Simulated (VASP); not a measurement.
A run of VASP 6.6.1:

Contents of INCAR:

```
PREC     = Accurate       # precision mode
ENCUT    = 520            # plane-wave cutoff, eV
EDIFF    = 1E-6           # SCF threshold, eV
ISMEAR   = -1             # smearing method
SIGMA    = 0.05           # smearing width, eV
LREAL    = False          # projectors in reciprocal space
LASPH    = True           # aspherical terms in the spheres
NELM     = 80             # most SCF steps
ALGO     = Normal         # electronic algorithm
ISIF     = 2              # what is computed and relaxed
LWAVE    = False          # write WAVECAR
LCHARG   = False          # write CHGCAR
NBANDS   = 11             # bands
```

The input KPOINTS:

```
Automatic mesh
0
Gamma
  5 5 5
```

Contents of POSCAR:

```
Be2Si
1.0
    0.0000000000      2.6400000000      2.6400000000
    2.6400000000      0.0000000000      2.6400000000
    2.6400000000      2.6400000000      0.0000000000
Si Be
1 2
Direct
    0.0000000000      0.0000000000      0.0000000000
    0.2500000000      0.2500000000      0.2500000000
    0.7500000000      0.7500000000      0.7500000000
```

Potentials or basis: VASP PAW LDA potentials, release 64 (Si, Be).

Launch:

```sh
$ cat potpaw_LDA.64/Si/POTCAR potpaw_LDA.64/Be/POTCAR > POTCAR
$ mpirun -np 1 vasp_std > vasp.out
```

Hardware: 1 thread of Intel Xeon 6975P-C, with other jobs on the host.

**Question.** How long does it take, and how much memory?

**Answer.** Run time: 7 s on 1 thread of Intel Xeon 6975P-C (shared host), peak memory 0.13 GiB. Counts: scf iterations 11, k points 10.
